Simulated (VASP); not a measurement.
Input of a VASP 6.6.1 run:

Contents of INCAR:

```
PREC = Accurate ; ENCUT = 520
EDIFF = 1E-7 ; ISMEAR = 0
SIGMA = 0.05 ; LREAL = F
LASPH = T ; NELM = 150
ALGO = Normal ; ISIF = 2
LWAVE = F ; LCHARG = F
ISPIN = 2 ; MAGMOM = 3.71
LORBIT = 11 ; LMAXMIX = 6
GGA = PE ; NBANDS = 20
```

The input KPOINTS:

```
regular mesh
0
Gamma
  16 16 16
```

Contents of POSCAR:

```
Ho
1.0
   -2.0576157554      2.0576157554      2.0576157554
    2.0576157554     -2.0576157554      2.0576157554
    2.0576157554      2.0576157554     -2.0576157554
Ho
1
Direct
    0.0000000000      0.0000000000      0.0000000000
```

Potentials or basis: VASP PAW PBE potentials, release 64 (Ho).

Command:

```bash
$ cat potpaw_PBE.64/Ho/POTCAR > POTCAR
$ mpirun -np 1 vasp_std > vasp.out
```

Task: Predict the net moment.

Result: 3.70 μB per cell.

Task: Estimate the site moments.

Result: Ho +3.53 μB.

Task: Estimate the pressure.

Result: -0.5 GPa.

Caveat: the magnetic or orbital state may not be the lowest. The state reached can hang on the start; a lower one may exist.
